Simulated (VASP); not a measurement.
Wanted: the native input for a VASP 6.6.1 run.

```
Task                   : single point
Functional             : PBEsol
Potentials or basis    : VASP PAW PBE potentials, release 64 (Ge_d, Sn_d)
Cutoff                 : 520 eV
k mesh                 : 6 × 6 × 6
Occupations            : gaussian, width 0.1 eV
Spin                   : no spin polarisation
Dipole correction      : no
Further INCAR settings : ALGO = Normal; EDIFF = 1e-07; NBANDS = 66
```

The structure of SnGe7 lies in POSCAR:

```
SnGe7
1.0
    5.7914647407      0.0000000000      0.0000000000
    0.0000000000     -5.7914647407      0.0000000000
    0.0000000000      0.0000000000     -5.7914647407
Ge Sn
7 1
Direct
   -0.0084946186      0.4915053814      0.4915053814
    0.5084946186      0.0084946186      0.4915053814
    0.5084946186      0.4915053814      0.0084946186
   -0.0084946186      0.0084946186      0.0084946186
    0.2500000000      0.2500000000      0.2500000000
    0.7500000000      0.7500000000      0.2500000000
    0.7500000000      0.2500000000      0.7500000000
    0.2500000000      0.7500000000      0.7500000000
```

One way to write it, as run:

INCAR

```
PREC     = Accurate       # precision mode
ENCUT    = 520            # plane-wave cutoff, eV
EDIFF    = 1E-7           # SCF threshold, eV
ISMEAR   = 0              # smearing method
SIGMA    = 0.1            # smearing width, eV
LREAL    = F              # projectors in reciprocal space
LASPH    = T              # aspherical terms in the spheres
NELM     = 80             # most SCF steps
ALGO     = Normal         # electronic algorithm
ISIF     = 2              # what is computed and relaxed
LWAVE    = F              # write WAVECAR
LCHARG   = F              # write CHGCAR
GGA      = PS             # functional
NBANDS   = 66             # bands
```

KPOINTS

```
Automatic mesh
0
Gamma
  6 6 6
```

Potentials or basis: VASP PAW PBE potentials, release 64 (Ge_d, Sn_d).

Command:

```bash
$ cat potpaw_PBE.64/Ge_d/POTCAR potpaw_PBE.64/Sn_d/POTCAR > POTCAR
$ mpirun -np 1 vasp_std > vasp.out
```

It gave:

* Pressure: -0.1 GPa
* Band gap on the k mesh: zero (bands 56 and 57 overlap by 0.21 eV)

Caveat: semilocal functionals underestimate gaps, so a narrow gap can read as zero; the PAW data sets were made with another functional, which shifts forces and pressure a little; spin-orbit coupling is left out, which moves the levels of the heavy elements.

Run time: 9.6 min on 1 thread of Intel Xeon 8259CL, with other jobs on the host, peak memory 0.39 GiB.
